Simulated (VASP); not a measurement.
Write the native input for VASP 6.6.1 that does the following.

- Task: relaxation of cell and atoms
- Functional: PBEsol
- Potentials or basis: VASP PAW PBE potentials, release 64 (B, As)
- Cutoff: 600 eV
- k mesh: 8 × 8 × 8
- Occupations: gaussian, width 0.02 eV
- Spin: no spin polarisation
- Dipole correction: no
- Further INCAR settings: ALGO = Normal; EDIFF = 1e-07; IBRION = 2; EDIFFG = -0.002; NSW = 100; ISIF = 3

The structure of BAs (sol) lies in POSCAR:

```
BAs
1.0
    0.0000000000      2.3885000000      2.3885000000
    2.3885000000      0.0000000000      2.3885000000
    2.3885000000      2.3885000000      0.0000000000
B As
1 1
Direct
    0.0000000000      0.0000000000      0.0000000000
    0.2500000000      0.2500000000      0.2500000000
```

One way to write it, as run:

INCAR

```
  PREC = Accurate
  ENCUT = 600
  EDIFF = 1E-7
  ISMEAR = 0
  SIGMA = 0.02
  LREAL = F
  LASPH = T
  NELM = 60
  ALGO = Normal
  ISIF = 3
  LWAVE = F
  LCHARG = F
  GGA = PS
  IBRION = 2
  NSW = 100
  EDIFFG = -0.002
```

KPOINTS

```
Automatic mesh
0
Gamma
  8 8 8
```

Potentials or basis: VASP PAW PBE potentials, release 64 (B, As).

Command:

```sh
$ cat potpaw_PBE.64/B/POTCAR potpaw_PBE.64/As/POTCAR > POTCAR
$ mpirun -np 1 vasp_std > vasp.out
```

It gave:

```yaml
Relaxed_volume: 13.63 Å³/atom
Relaxed_cell: a = 3.378 Å, b = 3.378 Å, c = 3.378 Å, α = 60.00°, β = 60.00°, γ = 60.00°
Space_group_after_relaxing_to_0.05_Å: F-43m (No. 216)
Energy_gained_by_relaxing: 0.0 meV/atom
Ionic_steps: 3
Pressure_after_relaxing: 0.0 GPa
Band_gap_on_the_k_mesh: 1.09 eV, indirect (least direct gap 3.24 eV)
```

Caveat: the PAW data sets were made with another functional, which shifts forces and pressure a little.

It took 42 s on 1 thread of AMD EPYC 7R43 64-Core Processor (Zen 3), with other jobs on the host, peak memory 0.12 GiB.
